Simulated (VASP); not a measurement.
Set up this calculation in VASP 6.6.1, as the native input.

| Item | Value |
| --- | --- |
| Task | single point |
| Functional | PBE |
| Potentials or basis | VASP PAW PBE potentials, release 64 (Ga_d, Ge_d, O) |
| Cutoff | 520 eV |
| k mesh | 8 × 8 × 8 |
| Occupations | gaussian, width 0.1 eV |
| Spin | no spin polarisation |
| Dipole correction | no |
| Further INCAR settings | ALGO = Normal; EDIFF = 1e-06; NBANDS = 46 |

The structure of Ga2Ge3O lies in POSCAR:

```
Ga2Ge3O
1.0
    5.0046926664      0.0000000000      0.0000000000
    0.0000000000      5.0046926664      0.0000000000
    0.0000000000      0.0000000000      4.9636127861
Ga Ge O
2 3 1
Direct
    0.5000000000      0.0000000000      0.0000000000
    0.0000000000      0.5000000000      0.0000000000
    0.5000000000      0.0000000000      0.5000000000
    0.0000000000      0.5000000000      0.5000000000
    0.0000000000      0.0000000000      0.5000000000
    0.0000000000      0.0000000000      0.0000000000
```

The cell was built from a structure type or drawn by symmetry, and may not be a known phase.

These files were run (other wordings do the same):

INCAR

```
SYSTEM = Ga2Ge3O
  ALGO = Normal
  EDIFF = 1E-6
  ENCUT = 520
  GGA = PE
  ISIF = 2
  ISMEAR = 0
  LASPH = .TRUE.
  LCHARG = .FALSE.
  LREAL = .FALSE.
  LWAVE = .FALSE.
  NBANDS = 46
  NELM = 100
  PREC = Accurate
  SIGMA = 0.1
```

KPOINTS

```
k-points
0
G
  8 8 8
  0 0 0
```

Potentials or basis: VASP PAW PBE potentials, release 64 (Ga_d, Ge_d, O).

Launch:

```bash
$ cat potpaw_PBE.64/Ga_d/POTCAR potpaw_PBE.64/Ge_d/POTCAR potpaw_PBE.64/O/POTCAR > POTCAR
$ mpirun -np 1 vasp_std > vasp.out
```

It gave:

```json
{
 "Pressure": "0.0 GPa",
 "Band gap on the k mesh": "zero (bands 37 and 38 overlap by 2.46 eV)"
}
```

Run time: 6.8 min on 1 thread of Intel(R) Xeon(R) Platinum 8259CL CPU @ 2.50GHz (Skylake/Cascade Lake) (shared host), peak memory 0.48 GiB.
